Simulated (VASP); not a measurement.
Write the native input for VASP 6.6.1 that does the following.

```
Task                   : single point
Functional             : PBEsol
Potentials or basis    : VASP PAW PBE potentials, release 64 (Mg, S)
Cutoff                 : 600 eV
k mesh                 : 6 × 4 × 6
Occupations            : gaussian, width 0.02 eV
Spin                   : no spin polarisation
Dipole correction      : no
Further INCAR settings : ALGO = Normal; EDIFF = 1e-06; NBANDS = 16
```

The structure of MgS lies in POSCAR:

```
MgS
1.0
    3.9962472029      0.0000000000      0.0000000000
    0.0000000000      5.6515469669      0.0000000000
    0.0000000000      0.0000000000      3.9962472029
Mg S
2 2
Direct
    0.0000000000      0.0000000000      0.0000000000
    0.5000000000      0.5000000000      0.4999970000
    0.5000000000      0.2500000000      0.0000000000
    0.0000000000      0.7500000000      0.4999970000
```

The input as run:

INCAR

```
PREC = Accurate
ENCUT = 600
EDIFF = 1E-6
ISMEAR = 0
SIGMA = 0.02
LREAL = False
LASPH = True
NELM = 120
ALGO = Normal
ISIF = 2
LWAVE = False
LCHARG = True
GGA = PS
LELF = True
LVHAR = True
NBANDS = 16
GGA_COMPAT = False
```

KPOINTS

```
Automatic mesh
0
Gamma
  6 4 6
```

Potentials or basis: VASP PAW PBE potentials, release 64 (Mg, S).

The run is started by

```sh
$ cat potpaw_PBE.64/Mg/POTCAR potpaw_PBE.64/S/POTCAR > POTCAR
$ mpirun -np 1 vasp_std > vasp.out
```

It gave:

```
Pressure               : -0.1 GPa
Band gap on the k mesh : 3.32 eV
```

Caveat: the PAW data sets were made with another functional, which shifts forces and pressure a little.

It took 15 s on 1 thread of Intel(R) Xeon(R) 6975P-C (Granite Rapids) (shared host), peak memory 0.23 GiB.
